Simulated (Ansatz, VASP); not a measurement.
One calculation of Ba, two programs

Contents of POSCAR:

```
Ba
1.0
    4.0591404660      0.0000000000      0.0000000000
    0.0000000000      4.0591404660      0.0000000000
    0.0000000000      0.0000000000      4.0591404660
Ba
1
Direct
    0.0000000000      0.0000000000      0.0000000000
```

Contents of INCAR.step1:

```
PREC = Accurate
ENCUT = 520
ISMEAR = -1
SIGMA = 0.1
LREAL = False
LASPH = True
NELM = 60
NBANDS = 11
GGA = PE
ALGO = Normal
EDIFF = 1E-4
LWAVE = True
LCHARG = False
```

The input INCAR.step2:

```
PREC = Accurate
ENCUT = 520
EDIFF = 1E-7
ISMEAR = -1
SIGMA = 0.1
LREAL = False
LASPH = True
NELM = 60
ALGO = Normal
ISIF = 2
LWAVE = False
LCHARG = False
METAGGA = R2SCAN
LMIXTAU = True
NBANDS = 11
ISTART = 1
```

KPOINTS

```
regular mesh
0
Gamma
  9 9 9
```

Input for Ansatz:

```yaml
crystal:
  lattice:
    - [4.059140466, 0.0, 0.0]
    - [0.0, 4.059140466, 0.0]
    - [0.0, 0.0, 4.059140466]
  atoms:
    - { symbol: Ba, position: [0.0, 0.0, 0.0] }
hamiltonian:
  xc: r2scan
  pseudopotentials:
    kind: paw
    azcp:
      Ba: "pseudopotentials/Ba.paw.azcp"
basis:
  ecutwfc: 500
  fft_grid_basis: typed
kpoints:
  mp_grid: { grid: [9, 9, 9], shift: [0, 0, 0] }
magnetization:
  spin_polarized: false
scf:
  occupations: { method: fermi_dirac, width: 0.1 }
  lower_state_search: "off"
output:
  stress: true
```

Alike in both runs: task single point; functional r2SCAN; k mesh 9 × 9 × 9; occupations fermi-dirac, width 0.1 eV; no spin polarisation.

```csv
,VASP,Ansatz
version,VASP 6.6.1,Ansatz 0.2.0
potentials or method,"VASP PAW PBE potentials, release 64 (Ba_sv), cutoff 520 eV","plane waves (500 eV) with PAW, scalar-relativistic"
valence electrons in the cell,10,10
```

Ansatz gave:

* pressure (GPa): -0.7

Q: What did VASP give for the same quantities?

A: Pressure (GPa): -0.6.

VASP's potentials were made for PBE, not for r2SCAN.

Spin-orbit coupling is off throughout.
